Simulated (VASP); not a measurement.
# MgS (Fm-3m) in VASP: further runs, part 2 of 2

VASP 6.6.1.

### 4 Single point, PBEsol (Ca replaced by Mg, lengths x 0.925, strained)

INCAR

```
ALGO = Normal
EDIFF = 1E-6
ENCUT = 600
GGA = PS
GGA_COMPAT = False
ISIF = 2
ISMEAR = 0
LASPH = True
LCHARG = False
LREAL = False
LWAVE = False
NBANDS = 11
NELM = 120
PREC = Accurate
SIGMA = 0.1
```

KPOINTS

```
k-points
0
Gamma
  6 6 6
```

POSCAR

```
MgS
1.0
    0.0000000000      2.7514331416      2.7514331416
    2.7514331416      0.0000000000      2.7514331416
    2.7514331416      2.7514331416      0.0000000000
Mg S
1 1
Direct
    0.0000000000      0.0000000000      0.0000000000
    0.5000000000      0.5000000000      0.5000000000
```

Potentials or basis: VASP PAW PBE potentials, release 64 (Mg, S).

On the command line:

```sh
> cat potpaw_PBE.64/Mg/POTCAR potpaw_PBE.64/S/POTCAR > POTCAR
> mpirun -np 1 vasp_std > vasp.out
```

OUTCAR:

```text
EDIFF = 1E-6
   ENCUT = 600
   GGA = PS
   ISIF = 2
   ISMEAR = 0
   LASPH = True
   LREAL = False
   NELM = 120
   PREC = Accurate

 ion  position               nearest neighbor table
   1  0.000  0.000  0.000-   2 2.75   2 2.75   2 2.75   2 2.75   2 2.75   2 2.75
   2  0.500  0.500  0.500-   1 2.75   1 2.75   1 2.75   1 2.75   1 2.75   1 2.75

  LATTYP: Found a face centered cubic cell.
 ALAT       =     5.5028662832

  Lattice vectors:

 A1 = (   0.0000000000,   2.7514331416,   2.7514331416)
 A2 = (   2.7514331416,   0.0000000000,   2.7514331416)
 A3 = (   2.7514331416,   2.7514331416,   0.0000000000)

Analysis of symmetry for initial positions (statically):
=====================================================================
 Subroutine PRICEL returns:
 Original cell was already a primitive cell.

 Routine SETGRP: Setting up the symmetry group for a
 face centered cubic supercell.

 Subroutine GETGRP returns: Found 48 space group operations
 (whereof 48 operations were pure point group operations)
 out of a pool of 48 trial point group operations.

The static configuration has the point symmetry O_h .

Analysis of symmetry for dynamics (positions and initial velocities):
[... 161 lines left out ...]
      3       2.3107      2.00000
      4       2.3107      2.00000
      5       4.7327      0.00000
      6      10.2077      0.00000
      7      10.2077      0.00000
      8      10.2077      0.00000
      9      12.3939      0.00000
     10      12.3939      0.00000
     11      14.0177      0.00000
[... 197 lines left out ...]
 k-point    16 :      -0.3333    0.5000    0.1667
  band No.  band energies     occupation
      1      -8.2995      2.00000
      2      -0.7601      2.00000
      3       0.2274      2.00000
      4       0.4671      2.00000
      5       6.1196      0.00000
      6       8.4544      0.00000
      7      10.5910      0.00000
      8      11.2224      0.00000
      9      14.3947      0.00000
     10      15.9055      0.00000
     11      16.4257      0.00000

------------------------ aborting loop because EDIFF is reached ----------------------------------------

  FORCE on cell =-STRESS in cart. coord.  units (eV):
  Direction    XX          YY          ZZ          XY          YZ          ZX
  --------------------------------------------------------------------------------------
  -------------------------------------------------------------------------------------
  Total       -2.5760110     -2.5760110     -2.5760110      0.0000000      0.0000000      0.0000000
  in kB      -99.0721096    -99.0721096    -99.0721096      0.0000000      0.0000000      0.0000000
  external PRESSURE =     -99.0721096 kB  Pullay stress =       0.0000000 kB

 VOLUME and BASIS-vectors are now :
 -----------------------------------------------------------------------------
  energy-cutoff  :      600.00
  volume of cell :       41.66
      direct lattice vectors                 reciprocal lattice vectors
     0.000000000  2.751433142  2.751433142    -0.181723478  0.181723478  0.181723478
     2.751433142  0.000000000  2.751433142     0.181723478 -0.181723478  0.181723478
     2.751433142  2.751433142  0.000000000     0.181723478  0.181723478 -0.181723478

 POSITION                                       TOTAL-FORCE (eV/Angst)
 -----------------------------------------------------------------------------------
      0.00000      0.00000      0.00000         0.000000      0.000000     -0.000000
      2.75143      2.75143      2.75143        -0.000000     -0.000000      0.000000
 -----------------------------------------------------------------------------------
    total drift:                               -0.000000     -0.000000      0.000000

  FREE ENERGIE OF THE ION-ELECTRON SYSTEM (eV)
  ---------------------------------------------------
  free  energy   TOTEN  =        -8.8228596493 eV

  energy  without entropy=       -8.8228596493  energy(sigma->0) =       -8.82285965
```

OSZICAR:

```text
N       E                     dE             d eps       ncg     rms          rms(c)
DAV:   1     0.251193113186E+02    0.25119E+02   -0.37750E+03   352   0.668E+02
DAV:   2    -0.717017615162E+01   -0.32289E+02   -0.29847E+02   452   0.996E+01
DAV:   3    -0.926132225759E+01   -0.20911E+01   -0.20872E+01   462   0.273E+01
DAV:   4    -0.927413125781E+01   -0.12809E-01   -0.12808E-01   403   0.243E+00
DAV:   5    -0.927424446489E+01   -0.11321E-03   -0.11321E-03   462   0.247E-01    0.354E+00
DAV:   6    -0.887358958134E+01    0.40065E+00   -0.96732E-01   385   0.352E+00    0.256E+00
DAV:   7    -0.882843395010E+01    0.45156E-01   -0.18836E-01   412   0.173E+00    0.172E+00
DAV:   8    -0.882328512638E+01    0.51488E-02   -0.15951E-02   385   0.727E-01    0.761E-01
DAV:   9    -0.882288549804E+01    0.39963E-03   -0.90228E-04   403   0.153E-01    0.362E-01
DAV:  10    -0.882285774562E+01    0.27752E-04   -0.16295E-04   409   0.562E-02    0.790E-02
DAV:  11    -0.882285977576E+01   -0.20301E-05   -0.15587E-05   409   0.172E-02    0.227E-02
DAV:  12    -0.882285964933E+01    0.12643E-06   -0.24921E-07   233   0.307E-03
   1 F= -.88228596E+01 E0= -.88228596E+01  d E =-.414424E-10
```

Wall time 5.5 s (1 thread of Intel Xeon 6975P-C, shared host); peak memory 0.18 GiB.

Results:

```
Free energy            : -8.8229 eV
Pressure               : -9.9 GPa
Band gap on the k mesh : 2.34 eV, indirect (least direct gap 2.42 eV)
```

Levels at points of the mesh, in eV from the valence-band top:
```csv
k point,band 1,band 2,band 3,band 4,band 5,band 6,band 7,band 8,band 9
"(0.00, 0.00, 0.00)",-11.83,0.00,0.00,0.00,2.42,7.90,7.90,7.90,10.08
"(0.50, 0.00, 0.00)",-10.89,-4.08,-0.43,-0.43,4.14,6.59,6.59,8.31,11.11
"(0.50, 0.50, 0.00)",-10.63,-3.45,-1.36,-1.36,2.34,4.66,10.31,11.63,11.63
```

Caveat: the cell differs from its parent crystal (Ca replaced by Mg, lengths x 0.925, strained); the PAW data sets were made with another functional, which shifts forces and pressure a little. A k mesh can miss the band edges.

### 5 Single point, PBEsol (Ca replaced by Mg, lengths x 0.925, strained)

INCAR

```
SYSTEM = MgS
PREC = Accurate
ENCUT = 600
EDIFF = 1E-6
ISMEAR = 0
SIGMA = 0.02
LREAL = .FALSE.
LASPH = .TRUE.
NELM = 120
ALGO = Normal
ISIF = 2
LWAVE = .FALSE.
LCHARG = .FALSE.
GGA = PS
NBANDS = 11
GGA_COMPAT = .FALSE.
```

KPOINTS

```
regular mesh
0
G
  8 8 8
  0 0 0
```

POSCAR is that of step 4.

On the command line:

```sh
> cat potpaw_PBE.64/Mg/POTCAR potpaw_PBE.64/S/POTCAR > POTCAR
> mpirun -np 1 vasp_std > vasp.out
```

Wall time 8.3 s (1 thread of Intel Xeon 6975P-C, shared host); peak memory 0.18 GiB.

The run converged. Its results:

```yaml
Free_energy: -8.8251 eV
Pressure: -9.9 GPa
Band_gap_on_the_k_mesh: 2.34 eV, indirect (least direct gap 2.42 eV)
```

Levels at points of the mesh, in eV from the valence-band top:
```tsv
k point	band 2	band 3	band 4	band 5	band 6	band 7
(0.00, 0.00, 0.00)	0.00	0.00	0.00	2.42	7.90	7.90
(0.50, 0.00, 0.00)	-4.08	-0.43	-0.43	4.14	6.59	6.59
(0.50, 0.50, 0.00)	-3.45	-1.36	-1.36	2.34	4.67	10.32
```

Caveat: the cell differs from its parent crystal (Ca replaced by Mg, lengths x 0.925, strained); the PAW data sets were made with another functional, which shifts forces and pressure a little. A k mesh can miss the band edges.

### 6 Summary

```tsv
cell	k mesh	smearing	gap on the mesh (eV)	pressure (GPa)
a = 3.638 Å, angles 60.0°, 2 atoms	6 × 6 × 6	gaussian 0.1 eV	2.77	1.6
a = 3.638 Å, angles 60.0°, 2 atoms	8 × 8 × 8	gaussian 0.02 eV	2.77	1.6
a = 3.891 Å, angles 60.0°, 2 atoms	6 × 6 × 6	gaussian 0.1 eV	2.34	-9.9
a = 3.891 Å, angles 60.0°, 2 atoms	8 × 8 × 8	gaussian 0.02 eV	2.34	-9.9
```

Alike in all rows: task single point; level PBEsol; potentials or basis VASP PAW PBE potentials, release 64 (Mg, S); no spin polarisation; cutoff (eV) 600.

Caveats: the PAW data sets were made with another functional, which shifts forces and pressure a little.

Absolute energies hang on the potentials; compare differences alone.
